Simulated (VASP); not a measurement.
Input of a VASP 6.6.1 run:

Contents of INCAR:

```
PREC     = Accurate       # precision mode
ENCUT    = 520            # plane-wave cutoff, eV
EDIFF    = 1E-6           # SCF threshold, eV
ISMEAR   = 0              # smearing method
SIGMA    = 0.011          # smearing width, eV
LREAL    = False          # projectors in reciprocal space
LASPH    = True           # aspherical terms in the spheres
NELM     = 100            # most SCF steps
ALGO     = Normal         # electronic algorithm
ISIF     = 2              # what is computed and relaxed
LWAVE    = False          # write WAVECAR
LCHARG   = True           # write CHGCAR
GGA      = PE             # functional
LELF     = True           # ELF
LVHAR    = True         
NBANDS   = 17             # bands
```

Contents of KPOINTS:

```
Automatic mesh
0
Gamma
  7 7 7
```

Contents of POSCAR:

```
TePb
1.0
    0.0000000000      3.2310000000      3.2310000000
    3.2310000000      0.0000000000      3.2310000000
    3.2310000000      3.2310000000      0.0000000000
Pb Te
1 1
Direct
    0.0000000000      0.0000000000      0.0000000000
    0.5000000000      0.5000000000      0.5000000000
```

Potentials or basis: VASP PAW PBE potentials, release 64 (Pb_d, Te).

Run with:

```bash
$ cat potpaw_PBE.64/Pb_d/POTCAR potpaw_PBE.64/Te/POTCAR > POTCAR
$ mpirun -np 1 vasp_std > vasp.out
```

Q: What does it give for the pressure?

A: 2.1 GPa.
